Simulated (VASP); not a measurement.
# Cu12S in VASP: single point with PBE

Aim: the single point of Cu12S with PBE.

Program: VASP 6.6.1. These are calculated values, not measurements. Logs are shortened: lines on timing, memory, paths and dates and some standing lists are left out, and cuts for length are marked.

### 1 The cell of the first run

The cell holds a slab with vacuum, 13 atoms: a = 5.132 Å, b = 5.132 Å, c = 19.028 Å, α = 90.00°, β = 90.00°, γ = 90.00°.

### 2 Single point, PBE

Input file INCAR:

```
PREC     = Accurate       # precision mode
ENCUT    = 520            # plane-wave cutoff, eV
EDIFF    = 1E-6           # SCF threshold, eV
ISMEAR   = 0              # smearing method
SIGMA    = 0.1            # smearing width, eV
LREAL    = False          # projectors in reciprocal space
LASPH    = True           # aspherical terms in the spheres
NELM     = 100            # most SCF steps
ALGO     = Normal         # electronic algorithm
ISIF     = 2              # what is computed and relaxed
LWAVE    = False          # write WAVECAR
LCHARG   = False          # write CHGCAR
LDIPOL   = True         
IDIPOL   = 3            
DIPOL    = 0.5 0.5 0.317
GGA      = PE             # functional
NBANDS   = 81             # bands
```

Input file KPOINTS:

```
regular mesh
0
Gamma
  5 5 1
```

Input file POSCAR:

```
Cu12S
1.0
    5.1319544654      0.0000000000      0.0000000000
    0.0000000000      5.1319544654      0.0000000000
    0.0000000000      0.0000000000     19.0279314150
Cu S
12 1
Direct
    0.2500000000      0.2500000000      0.2102172807
    0.2500000000      0.7500000000      0.2102172807
    0.7500000000      0.2500000000      0.2102172807
    0.7500000000      0.7500000000      0.2102172807
    0.0000000000      0.0000000000      0.3029241254
    0.0000000000      0.5000000000      0.3029241254
    0.5000000000      0.0000000000      0.3029241254
    0.5000000000      0.5000000000      0.3029241254
    0.2500000000      0.2500000000      0.3956253179
    0.2500000000      0.7500000000      0.3956253179
    0.7500000000      0.2500000000      0.3956253179
    0.7500000000      0.7500000000      0.3956253179
    0.4166666667      0.4166666667      0.4822032804
```

Potentials or basis: VASP PAW PBE potentials, release 64 (Cu, S).

Run with:

```console
$ cat potpaw_PBE.64/Cu/POTCAR potpaw_PBE.64/S/POTCAR > POTCAR
$ mpirun -np 1 vasp_std > vasp.out
```

OUTCAR:

```text
PREC = Accurate
   ENCUT = 520
   EDIFF = 1E-6
   ISMEAR = 0
   LREAL = False
   LASPH = True
   NELM = 100
   ISIF = 2
   GGA = PE

 ion  position               nearest neighbor table
   1  0.250  0.250  0.210-   5 2.53   6 2.53   7 2.53   8 2.53   2 2.57   3 2.57   2 2.57   3 2.57

   2  0.250  0.750  0.210-   5 2.53   6 2.53   7 2.53   8 2.53   1 2.57   4 2.57   1 2.57   4 2.57

   3  0.750  0.250  0.210-   5 2.53   6 2.53   7 2.53   8 2.53   1 2.57   4 2.57   4 2.57   1 2.57

   4  0.750  0.750  0.210-   5 2.53   6 2.53   7 2.53   8 2.53   2 2.57   3 2.57   3 2.57   2 2.57

   5  0.000  0.000  0.303-   9 2.53  10 2.53  11 2.53  12 2.53   1 2.53   2 2.53   3 2.53   4 2.53
                             6 2.57   7 2.57   6 2.57   7 2.57
   6  0.000  0.500  0.303-   9 2.53  10 2.53  11 2.53  12 2.53   1 2.53   2 2.53   3 2.53   4 2.53
                             5 2.57   8 2.57   5 2.57   8 2.57
   7  0.500  0.000  0.303-   9 2.53  10 2.53  11 2.53  12 2.53   1 2.53   2 2.53   3 2.53   4 2.53
                             5 2.57   8 2.57   8 2.57   5 2.57
   8  0.500  0.500  0.303-   9 2.53  10 2.53  11 2.53  12 2.53   1 2.53   2 2.53   3 2.53   4 2.53
                             6 2.57   7 2.57   7 2.57   6 2.57
   9  0.250  0.250  0.396-  13 2.04   6 2.53   7 2.53   8 2.53   5 2.53  11 2.57  10 2.57  10 2.57
                            11 2.57
  10  0.250  0.750  0.396-  13 2.52   6 2.53   7 2.53   8 2.53   5 2.53  12 2.57   9 2.57   9 2.57
                            12 2.57
  11  0.750  0.250  0.396-  13 2.52   6 2.53   7 2.53   8 2.53   5 2.53  12 2.57   9 2.57  12 2.57
                             9 2.57
  12  0.750  0.750  0.396-   5 2.53   6 2.53   7 2.53   8 2.53  10 2.57  11 2.57  11 2.57  10 2.57

  13  0.417  0.417  0.482-   9 2.04  10 2.52  11 2.52

  LATTYP: Found a simple tetragonal cell.
 ALAT       =     5.1319544654
 C/A-ratio  =     3.7077358233

  Lattice vectors:

 A1 = (   5.1319544654,   0.0000000000,   0.0000000000)
 A2 = (   0.0000000000,   5.1319544654,   0.0000000000)
 A3 = (   0.0000000000,   0.0000000000,  19.0279314150)

Analysis of symmetry for initial positions (statically):
=====================================================================
 Subroutine PRICEL returns:
 Original cell was already a primitive cell.

 Routine SETGRP: Setting up the symmetry group for a
 simple tetragonal supercell.

 Subroutine GETGRP returns: Found  2 space group operations
 (whereof  2 operations were pure point group operations)
 out of a pool of 16 trial point group operations.

The static configuration has the point symmetry C_1h.

Analysis of symmetry for dynamics (positions and initial velocities):
=====================================================================
 Subroutine PRICEL returns:
 Original cell was already a primitive cell.

 Routine SETGRP: Setting up the symmetry group for a
 simple tetragonal supercell.

 Subroutine GETGRP returns: Found  2 space group operations
 (whereof  2 operations were pure point group operations)
 out of a pool of 16 trial point group operations.

The dynamic configuration has the point symmetry C_1h.

 Subroutine INISYM returns: Found  2 space group operations
 (whereof  2 operations are pure point group operations),
 and found     1 'primitive' translations

----------------------------------------------------------------------------------------

                                     Primitive cell

  volume of cell :     501.1378

  direct lattice vectors                    reciprocal lattice vectors
     5.131954465  0.000000000  0.000000000     0.194857536  0.000000000  0.000000000
     0.000000000  5.131954465  0.000000000     0.000000000  0.194857536  0.000000000
     0.000000000  0.000000000 19.027931415     0.000000000  0.000000000  0.052554320

  length of vectors
     5.131954465  5.131954465 19.027931415     0.194857536  0.194857536  0.052554320

  position of ions in fractional coordinates (direct lattice)
     0.250000000  0.250000000  0.210217281
     0.250000000  0.750000000  0.210217281
     0.750000000  0.250000000  0.210217281
     0.750000000  0.750000000  0.210217281
     0.000000000  0.000000000  0.302924125
     0.000000000  0.500000000  0.302924125
     0.500000000  0.000000000  0.302924125
     0.500000000  0.500000000  0.302924125
     0.250000000  0.250000000  0.395625318
     0.250000000  0.750000000  0.395625318
     0.750000000  0.250000000  0.395625318
     0.750000000  0.750000000  0.395625318
     0.416666667  0.416666667  0.482203280

  ion indices of the primitive-cell ions
   primitive index   ion index
                 1           1
                 2           2
                 3           3
                 4           4
                 5           5
                 6           6
                 7           7
                 8           8
                 9           9
                10          10
                11          11
                12          12
                13          13

----------------------------------------------------------------------------------------

 KPOINTS: regular mesh

Automatic generation of k-mesh.
 Grid dimensions read from file:
 generate k-points for:    5    5    1

 Generating k-lattice:

  Cartesian coordinates                     Fractional coordinates (reciprocal lattice)
     0.038971507  0.000000000  0.000000000     0.200000000  0.000000000  0.000000000
     0.000000000  0.038971507  0.000000000     0.000000000  0.200000000  0.000000000
     0.000000000  0.000000000  0.052554320     0.000000000  0.000000000  1.000000000

  Length of vectors
     0.038971507  0.038971507  0.052554320

  Shift w.r.t. Gamma in fractional coordinates (k-lattice)
     0.000000000  0.000000000  0.000000000

 Subroutine IBZKPT returns following result:
 ===========================================

 Found      9 irreducible k-points:

 Following reciprocal coordinates:
            Coordinates               Weight
  0.000000  0.000000  0.000000      1.000000
  0.200000  0.000000  0.000000      4.000000
  0.400000  0.000000  0.000000      4.000000
  0.200000  0.200000  0.000000      2.000000
 -0.200000  0.200000  0.000000      2.000000
  0.400000  0.200000  0.000000      4.000000
 -0.200000  0.400000  0.000000      4.000000
  0.400000  0.400000  0.000000      2.000000
 -0.400000  0.400000  0.000000      2.000000
   k-points           NKPTS =      9   k-points in BZ     NKDIM =      9   number of bands    NBANDS=     81
   number of dos      NEDOS =    301   number of ions     NIONS =     13
   total plane-waves  NPLWV = 230400
   dimension x,y,z NGX =    40 NGY =   40 NGZ =  144
   dimension x,y,z NGXF=    80 NGYF=   80 NGZF=  288
   ions per type =              12   1
   NGX,Y,Z   is equivalent  to a cutoff of  12.96, 12.96, 12.58 a.u.
   NGXF,Y,Z  is equivalent  to a cutoff of  25.92, 25.92, 25.16 a.u.
 SYSTEM =  unknown system
   PREC   = accura    normal or accurate (medium, high low for compatibility)
   ISTART =      0    job   : 0-new  1-cont  2-samecut
   ICHARG =      2    charge: 1-file 2-atom 10-const
   ISPIN  =      1    spin polarized calculation?
   LNONCOLLINEAR =      F non collinear calculations
   LSORBIT =      F    spin-orbit coupling
   LASPH  =      T    aspherical Exc in radial PAW
   ENCUT  =  520.0 eV  38.22 Ry    6.18 a.u.   9.54  9.54 35.38*2*pi/ulx,y,z
   NELM   =    100;   NELMIN=  2; NELMDL= -5     # of ELM steps
   EDIFF  = 0.1E-05   stopping-criterion for ELM
   LREAL  =      F    real-space projection
   EDIFFG = 0.1E-04   stopping-criterion for IOM
   NSW    =      0    number of steps for IOM
   IBRION =     -1    ionic relax: 0-MD 1-quasi-New 2-CG
   NFREE  =      0    steps in history (QN), initial steepest desc. (CG)
   ISIF   =      2    stress and relaxation
   ISYM   =      2    0-nonsym 1-usesym 2-fastsym
   POTIM  = 0.5000    time-step for ionic-motion
   TEBEG  =    0.0;   TEEND  =   0.0 temperature during run
   PSTRESS=    0.0 pullay stress
   NELECT =     138.0000    total number of electrons
   NUPDOWN=      -1.0000    fix difference up-down
   EMIN   =  10.00;   EMAX   =-10.00  energy-range for DOS
   EFERMI =   0.00;   METHOD = LEGACY
   ISMEAR =     0;   SIGMA  =   0.10  broadening in eV -4-tet -1-fermi 0-gaus
   EFERMI_NEDOS =   21; number of points for ismear=-14 and -15
   IALGO  =     38    algorithm
   IMIX   =      4    mixing-type and parameters
     AMIX     =   0.40;   BMIX     =  1.00
     AMIX_MAG =   1.60;   BMIX_MAG =  1.00
  volume/ion in A,a.u.               =      38.55       260.14
  Fermi-wavevector in a.u.,A,eV,Ry     =   1.065080  2.012709 15.434380  1.134395
  Thomas-Fermi vector in A             =   2.200620
   LORBIT       =      0    0 simple, 1 ext, 2 COOP (PROOUT), +10 PAW based schemes
   GGA     = PE    functional components
   LHFCALC =     F    Hartree Fock is set to
   AEXX    =    0.0000 exact exchange contribution
   IVDW    =     0    specifies the selected vdW correction
   LEPSILON=     F    determine dielectric tensor
   LRPA    =     F    only Hartree local field effects (RPA)
 non-spin polarized calculation
 Gauss-broadening in eV      SIGMA  =   0.10
  energy-cutoff  :      520.00
  volume of cell :      501.14
 maximum number of plane-waves:     13595
 NGX is ok and might be reduce to    40
   NGX = 19   NGY = 19   NGZ = 71

 dipolmoment           0.000000      0.000000     -0.063944 electrons x Angstroem

 number of electron     137.9999786 magnetization

 dipolmoment           0.000000      0.000000      0.138618 electrons x Angstroem

 Free energy of the ion-electron system (eV)
  ---------------------------------------------------
  ext. energy  EPLUGINS =         0.00000000
  ---------------------------------------------------
  free energy    TOTEN  =       -45.03037958 eV

  energy without entropy =      -44.97943586  energy(sigma->0) =      -45.00490772

 E-fermi :  -1.0207     XC(G=0):  -4.9437

 val. band max:       -1.0340281522   @ k =  -0.2000   0.2000   0.0000
 cond. band min:      -1.0052399939   @ k =  -0.2000   0.4000   0.0000
 fundamental gap:      0.0287881583
 Fermi energy:        -1.0207450234

 k-point     1 :       0.0000    0.0000    0.0000
  band No.  band energies     occupation
      1     -13.5307      2.00000
      2      -9.3600      2.00000
      3      -6.8341      2.00000
      4      -5.9498      2.00000
      5      -5.9399      2.00000
      6      -5.7891      2.00000
[... 73 lines left out ...]
     80       3.6483      0.00000
     81       4.1469      0.00000

 k-point     2 :       0.2000    0.0000    0.0000
  band No.  band energies     occupation
      1     -13.5170      2.00000
      2      -9.1406      2.00000
      3      -6.6725      2.00000
      4      -6.4916      2.00000
      5      -5.8238      2.00000
      6      -5.7270      2.00000
[... 580 lines left out ...]
 k-point     9 :      -0.4000    0.4000    0.0000
  band No.  band energies     occupation
      1     -13.4655      2.00000
      2      -7.6773      2.00000
      3      -6.8480      2.00000
      4      -6.7671      2.00000
      5      -6.1220      2.00000
      6      -5.7395      2.00000
[... 73 lines left out ...]
     80       4.7449      0.00000
     81       4.8805      0.00000

------------------------ aborting loop because EDIFF is reached ----------------------------------------

 vacuum level on the upper side and lower side of the slab       (xc-potential included)         0.341        -0.549

  FORCE on cell =-STRESS in cart. coord.  units (eV):
  Direction    XX          YY          ZZ          XY          YZ          ZX
  --------------------------------------------------------------------------------------
  -------------------------------------------------------------------------------------
  Total       -2.9290259     -2.9290259      1.4810208      0.9248518      1.9975375      1.9975368
  in kB       -9.3643284     -9.3643284      4.7349411      2.9568246      6.3862860      6.3862837
  external PRESSURE =      -4.6645719 kB  Pullay stress =       0.0000000 kB

 VOLUME and BASIS-vectors are now :
 -----------------------------------------------------------------------------
  energy-cutoff  :      520.00
  volume of cell :      501.14
      direct lattice vectors                 reciprocal lattice vectors
     5.131954465  0.000000000  0.000000000     0.194857536  0.000000000  0.000000000
     0.000000000  5.131954465  0.000000000     0.000000000  0.194857536  0.000000000
     0.000000000  0.000000000 19.027931415     0.000000000  0.000000000  0.052554320

 POSITION                                       TOTAL-FORCE (eV/Angst)
 -----------------------------------------------------------------------------------
      1.28299      1.28299      4.00000         0.032606      0.032606     -0.009549
      1.28299      3.84897      4.00000         0.003551     -0.037374     -0.022775
      3.84897      1.28299      4.00000        -0.037374      0.003551     -0.022775
      3.84897      3.84897      4.00000        -0.003891     -0.003891     -0.048522
      0.00000      0.00000      5.76402        -0.000006     -0.000006      0.120596
      0.00000      2.56598      5.76402        -0.032040      0.010708     -0.169441
      2.56598      0.00000      5.76402         0.010708     -0.032040     -0.169441
      2.56598      2.56598      5.76402         0.060280      0.060280     -0.456967
      1.28299      1.28299      7.52793        -0.977006     -0.977006     -0.803389
      1.28299      3.84897      7.52793         0.070815     -0.253203      0.643170
      3.84897      1.28299      7.52793        -0.253203      0.070815      0.643170
      3.84897      3.84897      7.52793        -0.118077     -0.118077      0.283558
      2.13831      2.13831      9.17533         1.243638      1.243638      0.012366
 -----------------------------------------------------------------------------------
    total drift:                                0.000008      0.000008      0.000658

  FREE ENERGIE OF THE ION-ELECTRON SYSTEM (eV)
  ---------------------------------------------------
  free  energy   TOTEN  =       -45.0303795791 eV

  energy  without entropy=      -44.9794358622  energy(sigma->0) =      -45.00490772

 vacuum level on the upper side and lower side of the slab         4.409         3.502
```

Wall time 36 min (1 thread of Intel Xeon 8259CL, shared host); peak memory 0.66 GiB.

Results:

| Property | Result |
| --- | --- |
| Free energy | -45.0304 eV |
| Largest force | 1.759 eV/Å |
| Band gap on the k mesh | zero (bands 69 and 70 overlap by 0.57 eV) |

Forces on the atoms (eV/Å):
```
Cu   0.033  0.033 -0.010
Cu   0.004 -0.037 -0.023
Cu  -0.037  0.004 -0.023
Cu  -0.004 -0.004 -0.049
Cu   0.000  0.000  0.121
Cu  -0.032  0.011 -0.169
Cu   0.011 -0.032 -0.169
Cu   0.060  0.060 -0.457
Cu  -0.977 -0.977 -0.803
Cu   0.071 -0.253  0.643
Cu  -0.253  0.071  0.643
Cu  -0.118 -0.118  0.284
S    1.244  1.244  0.012
```

The gap in the log of VASP goes by the Fermi energy; the results here count the filled bands.